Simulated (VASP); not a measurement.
Here is a VASP 6.6.1 calculation.

Contents of INCAR:

```
SYSTEM = Sb
PREC = Accurate
ENCUT = 520
EDIFF = 1E-7
ISMEAR = -1
SIGMA = 0.05
LREAL = .FALSE.
LASPH = .TRUE.
NELM = 100
ALGO = Normal
ISIF = 2
LWAVE = .FALSE.
LCHARG = .FALSE.
GGA = CA
NBANDS = 8
```

KPOINTS

```
Automatic mesh
0
G
  10 10 10
  0 0 0
```

The input POSCAR:

```
Sb
1.0
   -1.8460493956      1.8460493956      1.8460493956
    1.8460493956     -1.8460493956      1.8460493956
    1.8460493956      1.8460493956     -1.8460493956
Sb
1
Direct
    0.0000000000      0.0000000000      0.0000000000
```

Potentials or basis: VASP PAW LDA potentials, release 64 (Sb).

Run with:

```console
$ cat potpaw_LDA.64/Sb/POTCAR > POTCAR
$ mpirun -np 1 vasp_std > vasp.out
```

Q: Estimate the pressure.

A: 1.8 GPa.
